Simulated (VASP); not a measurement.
# TiTe2 (P-3m1) in VASP: notebook

The runs below take TiTe2 through single point, with PBE, revPBE.

Everything below comes from runs of VASP 6.6.1. Logs are shortened: lines on timing, memory, paths and dates and some standing lists are left out, and cuts for length are marked.

**1. The cell of the first run**

Symmetry: P-3m1, No. 164, trigonal system. Conventional cell: a = 3.777 Å, b = 3.777 Å, c = 6.498 Å, α = 90.00°, β = 90.00°, γ = 120.00°. Te (site symmetry 3m) has 3 Ti at 2.77 Å and 9 Te at 3.78 Å within 3.8 Å. Ti (site symmetry -3m) has 6 Te at 2.77 Å and 6 Ti at 3.78 Å within 3.8 Å.

**2. Single point, PBE**

The input, INCAR:

```
SYSTEM = TiTe2
PREC = Accurate
ENCUT = 520
EDIFF = 1E-6
ISMEAR = 0
SIGMA = 0.015
LREAL = .FALSE.
LASPH = .TRUE.
NELM = 60
ALGO = Normal
ISIF = 2
LWAVE = .FALSE.
LCHARG = .TRUE.
GGA = PE
LELF = .TRUE.
LVHAR = .TRUE.
NBANDS = 19
```

The input, KPOINTS:

```
Automatic mesh
0
G
  8 8 4
  0 0 0
```

The input, POSCAR:

```
TiTe2
1.0
    3.7770000000      0.0000000000      0.0000000000
   -1.8885000000      3.2709779501      0.0000000000
    0.0000000000      0.0000000000      6.4980000000
Te Ti
2 1
Direct
    0.3333333333      0.6666666667      0.7372000000
    0.6666666667      0.3333333333      0.2628000000
    0.0000000000      0.0000000000      0.0000000000
```

Potentials or basis: VASP PAW PBE potentials, release 64 (Te, Ti_sv).

The run is started by

```bash
> cat potpaw_PBE.64/Te/POTCAR potpaw_PBE.64/Ti_sv/POTCAR > POTCAR
> mpirun -np 1 vasp_std > vasp.out
```

OUTCAR:

```text
SYSTEM = TiTe2
   PREC = Accurate
   ENCUT = 520
   EDIFF = 1E-6
   ISMEAR = 0
   LREAL = .FALSE.
   LASPH = .TRUE.
   NELM = 60
   ISIF = 2
   GGA = PE

 ion  position               nearest neighbor table
   1  0.333  0.667  0.737-   3 2.77   3 2.77   3 2.77
   2  0.667  0.333  0.263-   3 2.77   3 2.77   3 2.77
   3  0.000  0.000  0.000-   1 2.77   2 2.77   2 2.77   1 2.77   2 2.77   1 2.77

  LATTYP: Found a hexagonal cell.
 ALAT       =     3.7770000000
 C/A-ratio  =     1.7204130262

  Lattice vectors:

 A1 = (   3.7770000000,   0.0000000000,   0.0000000000)
 A2 = (  -1.8885000000,   3.2709779501,   0.0000000000)
 A3 = (   0.0000000000,   0.0000000000,   6.4980000000)

Analysis of symmetry for initial positions (statically):
=====================================================================
 Subroutine PRICEL returns:
 Original cell was already a primitive cell.

 Routine SETGRP: Setting up the symmetry group for a
 hexagonal supercell.

 Subroutine GETGRP returns: Found 12 space group operations
 (whereof 12 operations were pure point group operations)
 out of a pool of 24 trial point group operations.

The static configuration has the point symmetry D_3d.

Analysis of symmetry for dynamics (positions and initial velocities):
=====================================================================
 Subroutine PRICEL returns:
 Original cell was already a primitive cell.

 Routine SETGRP: Setting up the symmetry group for a
 hexagonal supercell.

 Subroutine GETGRP returns: Found 12 space group operations
 (whereof 12 operations were pure point group operations)
 out of a pool of 24 trial point group operations.

The dynamic configuration has the point symmetry D_3d.

 Subroutine INISYM returns: Found 12 space group operations
 (whereof 12 operations are pure point group operations),
 and found     1 'primitive' translations

----------------------------------------------------------------------------------------

                                     Primitive cell

  volume of cell :      80.2794

  direct lattice vectors                    reciprocal lattice vectors
     3.777000000  0.000000000  0.000000000     0.264760392  0.152859484  0.000000000
    -1.888500000  3.270977950  0.000000000     0.000000000  0.305718967  0.000000000
     0.000000000  0.000000000  6.498000000     0.000000000  0.000000000  0.153893506

[... 77 lines left out ...]
   ISTART =      0    job   : 0-new  1-cont  2-samecut
   ICHARG =      2    charge: 1-file 2-atom 10-const
   ISPIN  =      1    spin polarized calculation?
   LNONCOLLINEAR =      F non collinear calculations
   LSORBIT =      F    spin-orbit coupling
   LASPH  =      T    aspherical Exc in radial PAW
   ENCUT  =  520.0 eV  38.22 Ry    6.18 a.u.   7.02  7.02 12.08*2*pi/ulx,y,z
   NELM   =     60;   NELMIN=  2; NELMDL= -5     # of ELM steps
   EDIFF  = 0.1E-05   stopping-criterion for ELM
   LREAL  =      F    real-space projection
   EDIFFG = 0.1E-04   stopping-criterion for IOM
   NSW    =      0    number of steps for IOM
   IBRION =     -1    ionic relax: 0-MD 1-quasi-New 2-CG
   NFREE  =      0    steps in history (QN), initial steepest desc. (CG)
   ISIF   =      2    stress and relaxation
   ISYM   =      2    0-nonsym 1-usesym 2-fastsym
   POTIM  = 0.5000    time-step for ionic-motion
   TEBEG  =    0.0;   TEEND  =   0.0 temperature during run
   PSTRESS=    0.0 pullay stress
   NELECT =      24.0000    total number of electrons
   NUPDOWN=      -1.0000    fix difference up-down
   EMIN   =  10.00;   EMAX   =-10.00  energy-range for DOS
   EFERMI =   0.00;   METHOD = LEGACY
   ISMEAR =     0;   SIGMA  =   0.01  broadening in eV -4-tet -1-fermi 0-gaus
   EFERMI_NEDOS =   21; number of points for ismear=-14 and -15
   IALGO  =     38    algorithm
   IMIX   =      4    mixing-type and parameters
     AMIX     =   0.40;   BMIX     =  1.00
     AMIX_MAG =   1.60;   BMIX_MAG =  1.00
  volume/ion in A,a.u.               =      26.76       180.58
  Fermi-wavevector in a.u.,A,eV,Ry     =   1.094655  2.068597 16.303438  1.198269
  Thomas-Fermi vector in A             =   2.230964
   LORBIT       =      0    0 simple, 1 ext, 2 COOP (PROOUT), +10 PAW based schemes
   GGA     = PE    functional components
   LHFCALC =     F    Hartree Fock is set to
   AEXX    =    0.0000 exact exchange contribution
   IVDW    =     0    specifies the selected vdW correction
   LEPSILON=     F    determine dielectric tensor
   LRPA    =     F    only Hartree local field effects (RPA)
 non-spin polarized calculation
 Gauss-broadening in eV      SIGMA  =   0.01
  energy-cutoff  :      520.00
  volume of cell :       80.28
 maximum number of plane-waves:      2176
   NGX = 13   NGY = 13   NGZ = 25

 number of electron      23.9999998 magnetization

 Free energy of the ion-electron system (eV)
  ---------------------------------------------------
  ext. energy  EPLUGINS =         0.00000000
  ---------------------------------------------------
  free energy    TOTEN  =       -16.20906435 eV

  energy without entropy =      -16.20872098  energy(sigma->0) =      -16.20889266

 E-fermi :   6.7806     XC(G=0):  -9.8602

 val. band max:        6.7718964421   @ k =   0.5000   0.0000   0.2500
 cond. band min:       6.7879084499   @ k =   0.1250   0.0000   0.2500
 fundamental gap:      0.0160120078
 Fermi energy:         6.7805884992

 k-point     1 :       0.0000    0.0000    0.0000
  band No.  band energies     occupation
      1     -50.6667      2.00000
      2     -26.9221      2.00000
      3     -26.9221      2.00000
      4     -26.8881      2.00000
      5      -5.5824      2.00000
      6      -4.0797      2.00000
[... 505 lines left out ...]
      6      -3.5616      2.00000
[... 11 lines left out ...]
     18      12.0873      0.00000
     19      12.8454      0.00000

 [... further k-points ...]
[... 5 lines left out ...]
  --------------------------------------------------------------------------------------
  -------------------------------------------------------------------------------------
  Total        0.3403442      0.3403442      0.6325257      0.0000000      0.0000000      0.0000000
  in kB        6.7924223      6.7924223     12.6236358      0.0000000      0.0000000      0.0000000
  external PRESSURE =       8.7361601 kB  Pullay stress =       0.0000000 kB

 VOLUME and BASIS-vectors are now :
 -----------------------------------------------------------------------------
  energy-cutoff  :      520.00
  volume of cell :       80.28
      direct lattice vectors                 reciprocal lattice vectors
     3.777000000  0.000000000  0.000000000     0.264760392  0.152859484  0.000000000
    -1.888500000  3.270977950  0.000000000     0.000000000  0.305718967  0.000000000
     0.000000000  0.000000000  6.498000000     0.000000000  0.000000000  0.153893506

 POSITION                                       TOTAL-FORCE (eV/Angst)
 -----------------------------------------------------------------------------------
     -0.00000      2.18065      4.79033         0.000000     -0.000000     -0.021257
      1.88850      1.09033      1.70767        -0.000000      0.000000      0.021257
      0.00000      0.00000      0.00000         0.000000      0.000000      0.000000
 -----------------------------------------------------------------------------------
    total drift:                                0.000000     -0.000000     -0.000000

  FREE ENERGIE OF THE ION-ELECTRON SYSTEM (eV)
  ---------------------------------------------------
  free  energy   TOTEN  =       -16.2090643465 eV

  energy  without entropy=      -16.2087209771  energy(sigma->0) =      -16.20889266
```

OSZICAR:

```text
N       E                     dE             d eps       ncg     rms          rms(c)
DAV:   1     0.174804018511E+03    0.17480E+03   -0.10891E+04  1330   0.117E+03
DAV:   2    -0.262775129884E+01   -0.17743E+03   -0.17289E+03  1397   0.292E+02
DAV:   3    -0.179715104322E+02   -0.15344E+02   -0.14984E+02  2086   0.810E+01
DAV:   4    -0.184395777739E+02   -0.46807E+00   -0.46597E+00  1709   0.136E+01
DAV:   5    -0.184584487478E+02   -0.18871E-01   -0.18863E-01  1982   0.258E+00    0.121E+01
DAV:   6    -0.186472023233E+02   -0.18875E+00   -0.38476E+01  1472   0.377E+01    0.148E+01
DAV:   7    -0.164781493883E+02    0.21691E+01   -0.34190E+01  1657   0.326E+01    0.552E+00
DAV:   8    -0.162106296563E+02    0.26752E+00   -0.14648E+00  1579   0.820E+00    0.180E+00
DAV:   9    -0.162341259716E+02   -0.23496E-01   -0.32368E-01  1754   0.353E+00    0.169E+00
DAV:  10    -0.162129035648E+02    0.21222E-01   -0.32055E-01  1599   0.386E+00    0.829E-01
DAV:  11    -0.162092461473E+02    0.36574E-02   -0.35907E-02  1514   0.138E+00    0.348E-01
DAV:  12    -0.162092046980E+02    0.41449E-04   -0.35280E-03  1578   0.426E-01    0.247E-01
DAV:  13    -0.162090681705E+02    0.13653E-03   -0.53413E-04  1546   0.176E-01    0.338E-02
DAV:  14    -0.162090705767E+02   -0.24062E-05   -0.15054E-05  1576   0.307E-02    0.397E-02
DAV:  15    -0.162090666216E+02    0.39551E-05   -0.54430E-06  1399   0.182E-02    0.186E-02
DAV:  16    -0.162090641778E+02    0.24438E-05   -0.13034E-05  1628   0.233E-02    0.251E-03
DAV:  17    -0.162090643465E+02   -0.16869E-06   -0.30780E-07   818   0.425E-03
   1 F= -.16209064E+02 E0= -.16208893E+02  d E =-.343369E-03
```

Wall time 34 s (1 thread of AMD EPYC 9R45 (Zen 5), shared host); peak memory 0.18 GiB.

Results:

* Free energy: -16.2091 eV
* Pressure: 0.9 GPa
* Largest force: 0.021 eV/Å
* Band gap on the k mesh: zero (bands 12 and 13 overlap by 0.66 eV)

Forces on the atoms (eV/Å):
```
Te   0.000  0.000 -0.021
Te   0.000  0.000  0.021
Ti   0.000  0.000  0.000
```

Levels at points of the mesh, in eV from the Fermi level:
| k point | band 8 | band 9 | band 10 | band 11 | band 12 | band 13 | band 14 | band 15 | band 16 | band 17 |
| --- | --- | --- | --- | --- | --- | --- | --- | --- | --- | --- |
| (0.00, 0.00, 0.00) | -1.64 | -1.64 | 0.38 | 0.43 | 0.43 | 0.62 | 1.11 | 1.11 | 3.10 | 3.10 |
| (0.50, 0.00, 0.00) | -3.65 | -2.67 | -2.36 | -1.72 | -1.10 | 0.06 | 1.18 | 1.51 | 2.44 | 3.38 |
| (0.00, 0.00, 0.50) | -2.60 | -1.57 | -1.57 | 0.42 | 0.42 | 0.79 | 0.79 | 1.06 | 3.53 | 3.53 |
| (0.50, 0.00, 0.50) | -4.50 | -2.37 | -1.99 | -0.94 | -0.57 | -0.23 | 1.18 | 1.49 | 2.64 | 3.52 |

Caveat: spin-orbit coupling is left out, which moves the levels of the heavy elements; this functional lacks dispersion, which binds layers or chains, so the pressure and a relaxed spacing across them are unreliable.

**3. Single point, revPBE**

This run uses another cell than the first one.

The input, INCAR:

```
PREC = Accurate
ENCUT = 520
EDIFF = 1E-6
ISMEAR = -1
SIGMA = 0.05
LREAL = False
LASPH = True
NELM = 100
ALGO = Normal
ISIF = 2
LWAVE = False
LCHARG = True
GGA = RE
LELF = True
LVHAR = True
NBANDS = 19
```

The input, KPOINTS:

```
regular mesh
0
Gamma
  8 8 4
```

The input, POSCAR:

```
TiTe2
1.0
    3.7944844578      0.0000000000      0.0000000000
   -1.8972422289      3.2861199347      0.0000000000
    0.0000000000      0.0000000000      9.8162861773
Te Ti
2 1
Direct
    0.3333333333      0.6666666667      0.8224687383
    0.6666666667      0.3333333333      0.1775312617
    0.0000000000      0.0000000000      0.0000000000
```

Potentials or basis: VASP PAW PBE potentials, release 64 (Te, Ti_sv).

The run is started by

```bash
> cat potpaw_PBE.64/Te/POTCAR potpaw_PBE.64/Ti_sv/POTCAR > POTCAR
> mpirun -np 1 vasp_std > vasp.out
```

Wall time 55 s (1 thread of AMD EPYC 9R45 (Zen 5), shared host); peak memory 0.25 GiB.

It converged, with:

| Property | Result |
| --- | --- |
| Free energy | -15.3487 eV |
| Pressure | 0.0 GPa |
| Largest force | 0.006 eV/Å |
| Band gap on the k mesh | zero (bands 12 and 13 overlap by 0.50 eV) |

Forces on the atoms (eV/Å):
```
Te   0.000  0.000 -0.006
Te   0.000  0.000  0.006
Ti   0.000  0.000  0.000
```

Levels at points of the mesh, in eV from the Fermi level:
| k point | band 10 | band 11 | band 12 | band 13 | band 14 | band 15 |
| --- | --- | --- | --- | --- | --- | --- |
| (0.00, 0.00, 0.00) | -1.25 | 0.43 | 0.43 | 0.53 | 1.06 | 1.06 |
| (0.50, 0.00, 0.00) | -1.72 | -1.72 | -0.67 | -0.06 | 1.15 | 1.47 |
| (0.00, 0.00, 0.50) | -1.37 | 0.43 | 0.43 | 0.59 | 1.06 | 1.06 |
| (0.50, 0.00, 0.50) | -1.72 | -1.70 | -0.67 | -0.07 | 1.15 | 1.47 |

Caveat: the PAW data sets were made with another functional, which shifts forces and pressure a little; spin-orbit coupling is left out, which moves the levels of the heavy elements.
